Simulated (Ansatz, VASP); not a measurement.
Two plane-wave programs on Sb

The input INCAR:

```
PREC     = Accurate       # precision mode
ENCUT    = 400            # plane-wave cutoff, eV
EDIFF    = 1E-6           # SCF threshold, eV
ISMEAR   = 0              # smearing method
SIGMA    = 0.01           # smearing width, eV
LREAL    = False          # projectors in reciprocal space
LASPH    = True           # aspherical terms in the spheres
NELM     = 120            # most SCF steps
ALGO     = Normal         # electronic algorithm
ISIF     = 2              # what is computed and relaxed
LWAVE    = False          # write WAVECAR
LCHARG   = False          # write CHGCAR
LDIPOL   = True         
IDIPOL   = 3            
DIPOL    = 0.5 0.5 0.345
GGA      = PE             # functional
NBANDS   = 22             # bands
GGA_COMPAT= False        
NELMDL   = -8
```

Contents of KPOINTS:

```
Automatic mesh
0
Gamma
  12 12 1
```

POSCAR

```
Sb
1.0
    4.1051829711      0.0000000000      0.0000000000
   -2.0525914855      3.5551927401      0.0000000000
    0.0000000000      0.0000000000     26.8552477996
Sb
2
Direct
    0.3333333333      0.6666666667      0.3149797949
    0.6666666667      0.3333333333      0.3749272221
```

Input for Ansatz:

```yaml
crystal:
  lattice:
    - [4.1051829711, 0.0, 0.0]
    - [-2.0525914855, 3.5551927401, 0.0]
    - [0.0, 0.0, 26.8552477996]
  atoms:
    - { symbol: Sb, position: [0.3333333333, 0.6666666667, 0.3149797949] }
    - { symbol: Sb, position: [0.6666666667, 0.3333333333, 0.3749272221] }
  periodic: [true, true, false]
kpoints:
  mp_grid: { grid: [12, 12, 1] }
  band_path:
    path:
      - [0.0, 0.0, 0.0]
      - [0.5, 0.0, 0.0]
      - [0.3333333333, 0.3333333333, 0.0]
      - [0.0, 0.307292, 0.0]
    npoints: 1
hamiltonian:
  xc: pbe
scf:
  occupations: { method: fixed }
  n_extra_bands: 4
output:
  forces: true
  stress: true
  eigenvalues: true
```

Alike in both runs: task single point; functional PBE; k mesh 12 × 12 × 1; no spin polarisation.

|  | VASP | Ansatz |
| --- | --- | --- |
| version | VASP 6.6.1 | Ansatz 0.2.0 |
| potentials or method | VASP PAW PBE potentials, release 64 (Sb_d_GW) | plane waves, PAW |
| plane-wave cutoff (eV) | 400 | 420 |
| occupations | gaussian, width 0.01 eV | fixed |
| valence electrons in the cell | 30 | 30 |

Ansatz gave:

```
gap on the k mesh at the Fermi level (eV) : 1.36
rms of the force components (eV/Å)        : 0.158
```

Question: What did VASP give for the same quantities?

Answer: gap on the k mesh at the Fermi level (eV): 1.36; rms of the force components (eV/Å): 0.156.

Atom by atom the forces differ by 0.002 eV/Å (rms over components).

Neither program's run includes spin-orbit coupling.
